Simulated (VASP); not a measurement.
# Mo in VASP: single point with PBEsol

Aim: the single point of Mo with PBEsol.

Everything below comes from runs of VASP 6.6.1. Logs are shortened: lines on timing, memory, paths and dates and some standing lists are left out, and cuts for length are marked.

### 1 The cell of the first run

The cell holds a slab with vacuum, 4 atoms: a = 2.710 Å, b = 2.710 Å, c = 23.638 Å, α = 90.00°, β = 90.00°, γ = 109.47°.

### 2 Single point, PBEsol

Contents of INCAR:

```
SYSTEM = Mo
PREC = Accurate ; ENCUT = 520
EDIFF = 1E-6 ; ISMEAR = 0
SIGMA = 0.1 ; LREAL = .FALSE.
LASPH = .TRUE. ; NELM = 80
ALGO = Normal ; ISIF = 2
LWAVE = .FALSE. ; LCHARG = .FALSE.
LDIPOL = .TRUE. ; IDIPOL = 3
DIPOL = 0.5 0.5 0.499 ; GGA = PS
NBANDS = 36
```

Contents of KPOINTS:

```
Automatic mesh
0
G
  11 11 1
  0 0 0
```

Contents of POSCAR:

```
Mo
1.0
    2.7100592319      0.0000000000      0.0000000000
   -0.9033530773      2.5550683471      0.0000000000
    0.0000000000      0.0000000000     23.6382622909
Mo
4
Direct
    0.5000000000      0.5000000000      0.3595864999
    0.0000000000      0.0000000000      0.4531955000
    0.5000000000      0.5000000000      0.5468291719
    0.0000000000      0.0000000000      0.6363507404
```

Potentials or basis: VASP PAW PBE potentials, release 64 (Mo_sv).

Started as:

```bash
$ cat potpaw_PBE.64/Mo_sv/POTCAR > POTCAR
$ mpirun -np 1 vasp_std > vasp.out
```

OUTCAR:

```text
SYSTEM = Mo
   PREC = Accurate
   ENCUT = 520
   EDIFF = 1E-6
   ISMEAR = 0
   LREAL = .FALSE.
   LASPH = .TRUE.
   NELM = 80
   ISIF = 2
   GGA = PS

 ion  position               nearest neighbor table
   1  0.500  0.500  0.360-   2 2.71   2 2.71   2 3.13   2 3.13
   2  0.000  0.000  0.453-   1 2.71   1 2.71   3 2.71   3 2.71   1 3.13   1 3.13   3 3.13   3 3.13

   3  0.500  0.500  0.547-   4 2.63   4 2.63   2 2.71   2 2.71   4 3.06   4 3.06   2 3.13   2 3.13

   4  0.000  0.000  0.636-   3 2.63   3 2.63   3 3.06   3 3.06

  LATTYP: Found a base centered orthorhombic cell.
 ALAT       =     3.1293068541
 B/A-ratio  =     1.4142135624
 C/A-ratio  =     7.5538332904

  Lattice vectors:

 A1 = (   2.7100592319,   0.0000000000,   0.0000000000)
 A2 = (  -0.9033530773,   2.5550683471,   0.0000000000)
 A3 = (   0.0000000000,   0.0000000000,  23.6382622909)

Analysis of symmetry for initial positions (statically):
=====================================================================
 Subroutine PRICEL returns:
 Original cell was already a primitive cell.

 Routine SETGRP: Setting up the symmetry group for a
 base centered orthorhombic supercell.

 Subroutine GETGRP returns: Found  4 space group operations
 (whereof  4 operations were pure point group operations)
 out of a pool of  8 trial point group operations.

The static configuration has the point symmetry C_2v.

Analysis of symmetry for dynamics (positions and initial velocities):
=====================================================================
 Subroutine PRICEL returns:
 Original cell was already a primitive cell.

 Routine SETGRP: Setting up the symmetry group for a
 base centered orthorhombic supercell.

 Subroutine GETGRP returns: Found  4 space group operations
 (whereof  4 operations were pure point group operations)
 out of a pool of  8 trial point group operations.

The dynamic configuration has the point symmetry C_2v.

 Subroutine INISYM returns: Found  4 space group operations
 (whereof  4 operations are pure point group operations),
 and found     1 'primitive' translations

----------------------------------------------------------------------------------------

                                     Primitive cell

  volume of cell :     163.6805

  direct lattice vectors                    reciprocal lattice vectors
     2.710059232  0.000000000  0.000000000     0.368995625  0.130459654  0.000000000
    -0.903353077  2.555068347  0.000000000     0.000000000  0.391378963  0.000000000
     0.000000000  0.000000000 23.638262291     0.000000000  0.000000000  0.042304294

  length of vectors
     2.710059232  2.710059232 23.638262291     0.391378963  0.391378963  0.042304294

  position of ions in fractional coordinates (direct lattice)
     0.500000000  0.500000000  0.359586500
     0.000000000  0.000000000  0.453195500
     0.500000000  0.500000000  0.546829172
     0.000000000  0.000000000  0.636350740

  ion indices of the primitive-cell ions
   primitive index   ion index
                 1           1
                 2           2
                 3           3
                 4           4

----------------------------------------------------------------------------------------

 KPOINTS: Automatic mesh

Automatic generation of k-mesh.
 Grid dimensions read from file:
 generate k-points for:   11   11    1

 Generating k-lattice:

  Cartesian coordinates                     Fractional coordinates (reciprocal lattice)
     0.033545057  0.011859969  0.000000000     0.090909091  0.000000000  0.000000000
     0.000000000  0.035579906  0.000000000     0.000000000  0.090909091  0.000000000
     0.000000000  0.000000000  0.042304294     0.000000000  0.000000000  1.000000000

  Length of vectors
     0.035579906  0.035579906  0.042304294

  Shift w.r.t. Gamma in fractional coordinates (k-lattice)
     0.000000000  0.000000000  0.000000000

 Subroutine IBZKPT returns following result:
 ===========================================

 Found     36 irreducible k-points:

 Following reciprocal coordinates:
            Coordinates               Weight
  0.000000  0.000000  0.000000      1.000000
  0.090909  0.000000  0.000000      4.000000
  0.181818  0.000000  0.000000      4.000000
  0.272727 -0.000000  0.000000      4.000000
  0.363636 -0.000000  0.000000      4.000000
  0.454545  0.000000  0.000000      4.000000
[... 16 lines left out ...]
 -0.272727  0.181818  0.000000      4.000000
 -0.181818  0.181818  0.000000      2.000000
 [... further k-points ...]
   k-points           NKPTS =     36   k-points in BZ     NKDIM =     36   number of bands    NBANDS=     36
   number of dos      NEDOS =    301   number of ions     NIONS =      4
   total plane-waves  NPLWV =  72000
   dimension x,y,z NGX =    20 NGY =   20 NGZ =  180
   dimension x,y,z NGXF=    40 NGYF=   40 NGZF=  360
   ions per type =               4
   NGX,Y,Z   is equivalent  to a cutoff of  12.27, 12.27, 12.66 a.u.
   NGXF,Y,Z  is equivalent  to a cutoff of  24.54, 24.54, 25.32 a.u.
 SYSTEM =  Mo
   PREC   = accura    normal or accurate (medium, high low for compatibility)
   ISTART =      0    job   : 0-new  1-cont  2-samecut
   ICHARG =      2    charge: 1-file 2-atom 10-const
   ISPIN  =      1    spin polarized calculation?
   LNONCOLLINEAR =      F non collinear calculations
   LSORBIT =      F    spin-orbit coupling
   LASPH  =      T    aspherical Exc in radial PAW
   ENCUT  =  520.0 eV  38.22 Ry    6.18 a.u.   5.04  5.04 43.95*2*pi/ulx,y,z
   NELM   =     80;   NELMIN=  2; NELMDL= -5     # of ELM steps
   EDIFF  = 0.1E-05   stopping-criterion for ELM
   LREAL  =      F    real-space projection
   EDIFFG = 0.1E-04   stopping-criterion for IOM
   NSW    =      0    number of steps for IOM
   IBRION =     -1    ionic relax: 0-MD 1-quasi-New 2-CG
   NFREE  =      0    steps in history (QN), initial steepest desc. (CG)
   ISIF   =      2    stress and relaxation
   ISYM   =      2    0-nonsym 1-usesym 2-fastsym
   POTIM  = 0.5000    time-step for ionic-motion
   TEBEG  =    0.0;   TEEND  =   0.0 temperature during run
   PSTRESS=    0.0 pullay stress
   NELECT =      56.0000    total number of electrons
   NUPDOWN=      -1.0000    fix difference up-down
   EMIN   =  10.00;   EMAX   =-10.00  energy-range for DOS
   EFERMI =   0.00;   METHOD = LEGACY
   ISMEAR =     0;   SIGMA  =   0.10  broadening in eV -4-tet -1-fermi 0-gaus
   EFERMI_NEDOS =   21; number of points for ismear=-14 and -15
   IALGO  =     38    algorithm
   IMIX   =      4    mixing-type and parameters
     AMIX     =   0.40;   BMIX     =  1.00
     AMIX_MAG =   1.60;   BMIX_MAG =  1.00
  volume/ion in A,a.u.               =      40.92       276.14
  Fermi-wavevector in a.u.,A,eV,Ry     =   1.144999  2.163735 17.837556  1.311023
  Thomas-Fermi vector in A             =   2.281689
   LORBIT       =      0    0 simple, 1 ext, 2 COOP (PROOUT), +10 PAW based schemes
   GGA     = PS    functional components
   LHFCALC =     F    Hartree Fock is set to
   AEXX    =    0.0000 exact exchange contribution
   IVDW    =     0    specifies the selected vdW correction
   LEPSILON=     F    determine dielectric tensor
   LRPA    =     F    only Hartree local field effects (RPA)
 non-spin polarized calculation
 Gauss-broadening in eV      SIGMA  =   0.10
  energy-cutoff  :      520.00
  volume of cell :      163.68
 maximum number of plane-waves:      4458
   NGX = 11   NGY = 11   NGZ = 87

 dipolmoment           0.000000      0.000000      0.001850 electrons x Angstroem

 number of electron      55.9999994 magnetization

 dipolmoment           0.000000      0.000000     -0.004990 electrons x Angstroem

 Free energy of the ion-electron system (eV)
  ---------------------------------------------------
  ext. energy  EPLUGINS =         0.00000000
  ---------------------------------------------------
  free energy    TOTEN  =       -44.40176667 eV

  energy without entropy =      -44.38307429  energy(sigma->0) =      -44.39242048

 E-fermi :   1.9157     XC(G=0):  -5.9911

 val. band max:        1.9095624566   @ k =   0.3636   0.3636   0.0000
 cond. band min:       1.9187351925   @ k =  -0.3636   0.2727   0.0000
 fundamental gap:      0.0091727359
 Fermi energy:         1.9156603532

 k-point     1 :       0.0000    0.0000    0.0000
  band No.  band energies     occupation
      1     -59.3271      2.00000
      2     -59.1994      2.00000
      3     -59.0057      2.00000
      4     -58.9628      2.00000
      5     -33.9647      2.00000
      6     -33.5421      2.00000
[... 28 lines left out ...]
     35       3.6083      0.00000
     36       3.7432      0.00000

 k-point     2 :       0.0909    0.0000    0.0000
  band No.  band energies     occupation
      1     -59.3114      2.00000
      2     -59.1878      2.00000
      3     -58.9960      2.00000
      4     -58.9547      2.00000
      5     -33.9353      2.00000
      6     -33.5476      2.00000
[... 28 lines left out ...]
     35       3.5810      0.00000
     36       3.6634      0.00000

 k-point     3 :       0.1818    0.0000    0.0000
  band No.  band energies     occupation
      1     -59.2681      2.00000
      2     -59.1570      2.00000
      3     -58.9702      2.00000
      4     -58.9328      2.00000
      5     -33.8569      2.00000
      6     -33.5900      2.00000
[... 28 lines left out ...]
     35       3.6092      0.00000
     36       3.7954      0.00000
[... 742 lines left out ...]
 k-point    23 :      -0.2727    0.1818    0.0000
  band No.  band energies     occupation
      1     -59.2025      2.00000
      2     -59.0922      2.00000
      3     -58.9065      2.00000
      4     -58.8686      2.00000
      5     -33.7779      2.00000
      6     -33.5410      2.00000
[... 28 lines left out ...]
     35       3.0017      0.00000
     36       4.0345      0.00000

 k-point    24 :      -0.1818    0.1818    0.0000
  band No.  band energies     occupation
      1     -59.2467      2.00000
      2     -59.1282      2.00000
      3     -58.9391      2.00000
      4     -58.8989      2.00000
      5     -33.8457      2.00000
      6     -33.4772      2.00000
[... 28 lines left out ...]
     35       2.5595      0.00000
     36       3.9855      0.00000

 [... further k-points ...]

------------------------ aborting loop because EDIFF is reached ----------------------------------------

 vacuum level on the upper side and lower side of the slab       (xc-potential included)        -0.200        -0.079

  FORCE on cell =-STRESS in cart. coord.  units (eV):
  Direction    XX          YY          ZZ          XY          YZ          ZX
  --------------------------------------------------------------------------------------
  -------------------------------------------------------------------------------------
  Total       -3.4115646     -3.7060706     -1.1698594     -0.4164944      0.0000000      0.0000000
  in kB      -33.3939141    -36.2766703    -11.4511049     -4.0768329      0.0000000      0.0000000
  external PRESSURE =     -27.0405631 kB  Pullay stress =       0.0000000 kB

 VOLUME and BASIS-vectors are now :
 -----------------------------------------------------------------------------
  energy-cutoff  :      520.00
  volume of cell :      163.68
      direct lattice vectors                 reciprocal lattice vectors
     2.710059232  0.000000000  0.000000000     0.368995625  0.130459654  0.000000000
    -0.903353077  2.555068347  0.000000000     0.000000000  0.391378963  0.000000000
     0.000000000  0.000000000 23.638262291     0.000000000  0.000000000  0.042304294

 POSITION                                       TOTAL-FORCE (eV/Angst)
 -----------------------------------------------------------------------------------
      0.90335      1.27753      8.50000        -0.000000      0.000000      0.572768
      0.00000      0.00000     10.71275         0.000000      0.000000     -0.597166
      0.90335      1.27753     12.92609        -0.000000      0.000000     -0.005538
      0.00000      0.00000     15.04223         0.000000      0.000000      0.029936
 -----------------------------------------------------------------------------------
    total drift:                                0.000000      0.000000     -0.000002

  FREE ENERGIE OF THE ION-ELECTRON SYSTEM (eV)
  ---------------------------------------------------
  free  energy   TOTEN  =       -44.4017666737 eV

  energy  without entropy=      -44.3830742945  energy(sigma->0) =      -44.39242048

 vacuum level on the upper side and lower side of the slab         6.511         6.632
```

Run time: 3.6 min. Hardware: 1 thread of AMD EPYC 9R45 (Zen 5), shared host; peak memory 0.31 GiB.

Results:

```yaml
Free_energy: -44.4018 eV
Largest_force: 0.597 eV/Å
Band_gap_on_the_k_mesh: zero (bands 28 and 29 overlap by 1.94 eV)
```

Forces in eV/Å, atoms in the order of the input:
```
Mo   0.000  0.000  0.573
Mo   0.000  0.000 -0.597
Mo   0.000  0.000 -0.006
Mo   0.000  0.000  0.030
```

Caveat: the PAW data sets were made with another functional, which shifts forces and pressure a little.
